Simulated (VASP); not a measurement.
# GaSb (F-43m) in VASP: further runs, part 2 of 2

VASP 6.6.1. The steps go on from the part before.

### 5 Single point, PBEsol

INCAR

```
  PREC = Accurate
  ENCUT = 520
  EDIFF = 1E-7
  ISMEAR = -1
  SIGMA = 0.15
  LREAL = F
  LASPH = T
  NELM = 80
  ALGO = Normal
  ISIF = 2
  LWAVE = F
  LCHARG = F
  GGA = PS
  NBANDS = 16
```

KPOINTS

```
regular mesh
0
Gamma
  12 12 12
```

POSCAR

```
GaSb
1.0
    0.0000000000      3.0562701467      3.0562701467
    3.0562701467      0.0000000000      3.0562701467
    3.0562701467      3.0562701467      0.0000000000
Ga Sb
1 1
Direct
    0.0000000000      0.0000000000      0.0000000000
    0.7500000000      0.7500000000      0.7500000000
```

Potentials or basis: VASP PAW PBE potentials, release 64 (Ga_d, Sb).

Launch:

```
$ cat potpaw_PBE.64/Ga_d/POTCAR potpaw_PBE.64/Sb/POTCAR > POTCAR
$ mpirun -np 1 vasp_std > vasp.out
```

OUTCAR:

```text
PREC = Accurate
   ENCUT = 520
   EDIFF = 1E-7
   ISMEAR = -1
   LREAL = F
   LASPH = T
   NELM = 80
   ISIF = 2
   GGA = PS

 ion  position               nearest neighbor table
   1  0.000  0.000  0.000-   2 2.65   2 2.65   2 2.65   2 2.65
   2  0.750  0.750  0.750-   1 2.65   1 2.65   1 2.65   1 2.65

  LATTYP: Found a face centered cubic cell.
 ALAT       =     6.1125402934

  Lattice vectors:

 A1 = (   0.0000000000,   3.0562701467,   3.0562701467)
 A2 = (   3.0562701467,   0.0000000000,   3.0562701467)
 A3 = (   3.0562701467,   3.0562701467,   0.0000000000)

Analysis of symmetry for initial positions (statically):
=====================================================================
 Subroutine PRICEL returns:
 Original cell was already a primitive cell.

 Routine SETGRP: Setting up the symmetry group for a
 face centered cubic supercell.

 Subroutine GETGRP returns: Found 24 space group operations
 (whereof 24 operations were pure point group operations)
 out of a pool of 48 trial point group operations.

The static configuration has the point symmetry T_d .

Analysis of symmetry for dynamics (positions and initial velocities):
=====================================================================
 Subroutine PRICEL returns:
 Original cell was already a primitive cell.

 Routine SETGRP: Setting up the symmetry group for a
 face centered cubic supercell.

 Subroutine GETGRP returns: Found 24 space group operations
 (whereof 24 operations were pure point group operations)
 out of a pool of 48 trial point group operations.

The dynamic configuration has the point symmetry T_d .

 Subroutine INISYM returns: Found 24 space group operations
 (whereof 24 operations are pure point group operations),
 and found     1 'primitive' translations

----------------------------------------------------------------------------------------

                                     Primitive cell

  volume of cell :      57.0959

  direct lattice vectors                    reciprocal lattice vectors
     0.000000000  3.056270147  3.056270147    -0.163598104  0.163598104  0.163598104
     3.056270147  0.000000000  3.056270147     0.163598104 -0.163598104  0.163598104
     3.056270147  3.056270147  0.000000000     0.163598104  0.163598104 -0.163598104

  length of vectors
     4.322218692  4.322218692  4.322218692     0.283360227  0.283360227  0.283360227

  position of ions in fractional coordinates (direct lattice)
     0.000000000  0.000000000  0.000000000
     0.750000000  0.750000000  0.750000000

  ion indices of the primitive-cell ions
   primitive index   ion index
                 1           1
                 2           2

----------------------------------------------------------------------------------------

 KPOINTS: regular mesh

Automatic generation of k-mesh.
 Grid dimensions read from file:
 generate k-points for:   12   12   12

 Generating k-lattice:

  Cartesian coordinates                     Fractional coordinates (reciprocal lattice)
    -0.013633175  0.013633175  0.013633175     0.083333333  0.000000000  0.000000000
     0.013633175 -0.013633175  0.013633175     0.000000000  0.083333333  0.000000000
     0.013633175  0.013633175 -0.013633175     0.000000000  0.000000000  0.083333333

  Length of vectors
     0.023613352  0.023613352  0.023613352

  Shift w.r.t. Gamma in fractional coordinates (k-lattice)
     0.000000000  0.000000000  0.000000000

 Subroutine IBZKPT returns following result:
 ===========================================

 Found     72 irreducible k-points:

 Following reciprocal coordinates:
            Coordinates               Weight
  0.000000  0.000000  0.000000      1.000000
  0.083333  0.000000  0.000000      8.000000
  0.166667  0.000000  0.000000      8.000000
  0.250000  0.000000  0.000000      8.000000
  0.333333  0.000000  0.000000      8.000000
  0.416667  0.000000  0.000000      8.000000
[... 16 lines left out ...]
  0.500000  0.166667  0.000000     24.000000
 -0.416667  0.166667  0.000000     24.000000
 [... further k-points ...]
   k-points           NKPTS =     72   k-points in BZ     NKDIM =     72   number of bands    NBANDS=     16
   number of dos      NEDOS =    301   number of ions     NIONS =      2
   total plane-waves  NPLWV =  32768
   dimension x,y,z NGX =    32 NGY =   32 NGZ =   32
   dimension x,y,z NGXF=    64 NGYF=   64 NGZF=   64
   ions per type =               1   1
   NGX,Y,Z   is equivalent  to a cutoff of  12.31, 12.31, 12.31 a.u.
   NGXF,Y,Z  is equivalent  to a cutoff of  24.62, 24.62, 24.62 a.u.
 SYSTEM =  unknown system
   PREC   = accura    normal or accurate (medium, high low for compatibility)
   ISTART =      0    job   : 0-new  1-cont  2-samecut
   ICHARG =      2    charge: 1-file 2-atom 10-const
   ISPIN  =      1    spin polarized calculation?
   LNONCOLLINEAR =      F non collinear calculations
   LSORBIT =      F    spin-orbit coupling
   LASPH  =      T    aspherical Exc in radial PAW
   ENCUT  =  520.0 eV  38.22 Ry    6.18 a.u.   8.04  8.04  8.04*2*pi/ulx,y,z
   NELM   =     80;   NELMIN=  2; NELMDL= -5     # of ELM steps
   EDIFF  = 0.1E-06   stopping-criterion for ELM
   LREAL  =      F    real-space projection
   EDIFFG = 0.1E-05   stopping-criterion for IOM
   NSW    =      0    number of steps for IOM
   IBRION =     -1    ionic relax: 0-MD 1-quasi-New 2-CG
   NFREE  =      0    steps in history (QN), initial steepest desc. (CG)
   ISIF   =      2    stress and relaxation
   ISYM   =      2    0-nonsym 1-usesym 2-fastsym
   POTIM  = 0.5000    time-step for ionic-motion
   TEBEG  =    0.0;   TEEND  =   0.0 temperature during run
   PSTRESS=    0.0 pullay stress
   NELECT =      18.0000    total number of electrons
   NUPDOWN=      -1.0000    fix difference up-down
   EMIN   =  10.00;   EMAX   =-10.00  energy-range for DOS
   EFERMI =   0.00;   METHOD = LEGACY
   ISMEAR =    -1;   SIGMA  =   0.15  broadening in eV -4-tet -1-fermi 0-gaus
   EFERMI_NEDOS =   21; number of points for ismear=-14 and -15
   IALGO  =     38    algorithm
   IMIX   =      4    mixing-type and parameters
     AMIX     =   0.40;   BMIX     =  1.00
     AMIX_MAG =   1.60;   BMIX_MAG =  1.00
  volume/ion in A,a.u.               =      28.55       192.65
  Fermi-wavevector in a.u.,A,eV,Ry     =   1.114202  2.105536 16.890899  1.241446
  Thomas-Fermi vector in A             =   2.250795
   LORBIT       =      0    0 simple, 1 ext, 2 COOP (PROOUT), +10 PAW based schemes
   GGA     = PS    functional components
   LHFCALC =     F    Hartree Fock is set to
   AEXX    =    0.0000 exact exchange contribution
   IVDW    =     0    specifies the selected vdW correction
   LEPSILON=     F    determine dielectric tensor
   LRPA    =     F    only Hartree local field effects (RPA)
 non-spin polarized calculation
  energy-cutoff  :      520.00
  volume of cell :       57.10
 maximum number of plane-waves:      1572
   NGX = 17   NGY = 17   NGZ = 17

 number of electron      17.9999985 magnetization

 Free energy of the ion-electron system (eV)
  ---------------------------------------------------
  ext. energy  EPLUGINS =         0.00000000
  ---------------------------------------------------
  free energy    TOTEN  =        -8.15708858 eV

  energy without entropy =       -8.15048127  energy(sigma->0) =       -8.15378493

 E-fermi :   4.9501     XC(G=0):  -9.2795

 val. band max:        4.7663123828   @ k =   0.0000   0.0000   0.0000
 cond. band min:       5.1093044847   @ k =   0.5000   0.0000   0.0000
 fundamental gap:      0.3429921019
 Fermi energy:         4.9500788111

 k-point     1 :       0.0000    0.0000    0.0000
  band No.  band energies     occupation
      1     -10.2430      2.00000
      2     -10.2430      2.00000
      3     -10.2430      2.00000
      4     -10.1922      2.00000
      5     -10.1922      2.00000
      6      -6.7665      2.00000
[... 8 lines left out ...]
     15      13.3624      0.00000
     16      13.3624      0.00000
[... 419 lines left out ...]
 k-point    24 :      -0.4167    0.1667    0.0000
  band No.  band energies     occupation
      1     -10.2747      2.00000
      2     -10.2297      2.00000
      3     -10.2287      2.00000
      4     -10.1938      2.00000
      5     -10.1923      2.00000
      6      -4.9360      2.00000
[... 8 lines left out ...]
     15      13.4177      0.00000
     16      13.8091      0.00000

 [... further k-points ...]

------------------------ aborting loop because EDIFF is reached ----------------------------------------

  FORCE on cell =-STRESS in cart. coord.  units (eV):
  Direction    XX          YY          ZZ          XY          YZ          ZX
  --------------------------------------------------------------------------------------
  -------------------------------------------------------------------------------------
  Total        0.0343149      0.0343149      0.0343149     -0.0000000     -0.0000000      0.0000000
  in kB        0.9629152      0.9629152      0.9629152     -0.0000000     -0.0000000      0.0000000
  external PRESSURE =       0.9629152 kB  Pullay stress =       0.0000000 kB

 VOLUME and BASIS-vectors are now :
 -----------------------------------------------------------------------------
  energy-cutoff  :      520.00
  volume of cell :       57.10
      direct lattice vectors                 reciprocal lattice vectors
     0.000000000  3.056270147  3.056270147    -0.163598104  0.163598104  0.163598104
     3.056270147  0.000000000  3.056270147     0.163598104 -0.163598104  0.163598104
     3.056270147  3.056270147  0.000000000     0.163598104  0.163598104 -0.163598104

 POSITION                                       TOTAL-FORCE (eV/Angst)
 -----------------------------------------------------------------------------------
      0.00000      0.00000      0.00000         0.000000      0.000000     -0.000000
      4.58441      4.58441      4.58441        -0.000000     -0.000000      0.000000
 -----------------------------------------------------------------------------------
    total drift:                               -0.000000     -0.000000     -0.000000

  FREE ENERGIE OF THE ION-ELECTRON SYSTEM (eV)
  ---------------------------------------------------
  free  energy   TOTEN  =        -8.1570885804 eV

  energy  without entropy=       -8.1504812737  energy(sigma->0) =       -8.15378493
```

OSZICAR:

```text
N       E                     dE             d eps       ncg     rms          rms(c)
DAV:   1     0.810206257562E+02    0.81021E+02   -0.85903E+03  2344   0.138E+03
DAV:   2    -0.185507549242E+01   -0.82876E+02   -0.79383E+02  2784   0.296E+02
DAV:   3    -0.814015986871E+01   -0.62851E+01   -0.62699E+01  2680   0.648E+01
DAV:   4    -0.825387913004E+01   -0.11372E+00   -0.11371E+00  3000   0.978E+00
DAV:   5    -0.825644496264E+01   -0.25658E-02   -0.25658E-02  2864   0.129E+00    0.313E+00
DAV:   6    -0.818268972019E+01    0.73755E-01   -0.83324E-02  3224   0.490E+00    0.183E+00
DAV:   7    -0.815678380679E+01    0.25906E-01   -0.41916E-02  2896   0.185E+00    0.363E-01
DAV:   8    -0.815680969806E+01   -0.25891E-04   -0.47531E-03  3080   0.815E-01    0.101E-01
DAV:   9    -0.815708813095E+01   -0.27843E-03   -0.45278E-04  2640   0.165E-01    0.392E-02
DAV:  10    -0.815707964739E+01    0.84836E-05   -0.19289E-05  3032   0.378E-02    0.118E-02
DAV:  11    -0.815708850797E+01   -0.88606E-05   -0.12303E-05  2680   0.243E-02    0.461E-03
DAV:  12    -0.815708858041E+01   -0.72442E-07   -0.48265E-07  3000   0.677E-03
   1 F= -.81570886E+01 E0= -.81537849E+01  d E =-.660731E-02
```

stdout:

```text
POSCAR found type information on POSCAR GaSb
 POSCAR found :  2 types and       2 ions
 scaLAPACK will be used
 -----------------------------------------------------------------------------
|                                                                             |
|                                                                             |
|     You enforced a specific xc type in the INCAR file but a different       |
|     I HOPE YOU KNOW WHAT YOU ARE DOING!                                     |
|                                                                             |
 -----------------------------------------------------------------------------

 LDA part: xc-table for (Slater+PW92), standard interpolation
 POSCAR, INCAR and KPOINTS ok, starting setup
 FFT: planning ... GRIDC
 FFT: planning ... GRID_SOFT
 FFT: planning ... GRID
 WAVECAR not read
 entering main loop
```

Run time: 44 s. Hardware: 1 thread of AMD EPYC 7R43 (Zen 3), shared host; peak memory 0.18 GiB.

What came out:

| Property | Result |
| --- | --- |
| Free energy | -8.1571 eV |
| Pressure | 0.1 GPa |

Caveat: the PAW data sets were made with another functional, which shifts forces and pressure a little; spin-orbit coupling is left out, which moves the levels of the heavy elements.

### 6 Overview

```tsv
task	cell	k mesh	cutoff (eV)	smearing	gap on the mesh (eV)	pressure (GPa)
relaxation of cell and atoms	relaxed to 4 GPa from a = 4.322 Å, angles 60.0°, 2 atoms, atomic positions A	12 × 12 × 12	600	fermi-dirac 0.15 eV	0.48	4.0
single point	a = 4.321 Å, angles 120.0, 60.0, 120.0°, 2 atoms, atomic positions B	9 × 9 × 10	520	gaussian 0.1 eV	-	0.1
single point	a = 4.271 Å, angles 60.0°, 2 atoms, atomic positions A	12 × 12 × 12	520	fermi-dirac 0.15 eV	0.27	2.1
single point	a = 4.322 Å, angles 60.0°, 2 atoms, atomic positions A	12 × 12 × 12	520	fermi-dirac 0.15 eV	-	0.1
```

Alike in all rows: level PBEsol; potentials or basis VASP PAW PBE potentials, release 64 (Ga_d, Sb); no spin polarisation.

Caveats: the PAW data sets were made with another functional, which shifts forces and pressure a little; spin-orbit coupling is left out, which moves the levels of the heavy elements; the cell is relaxed towards a set pressure, so the run minimises the enthalpy, not the energy (at least some runs).

Total energies depend on the potentials used, so only differences within one code and one set of settings carry meaning.
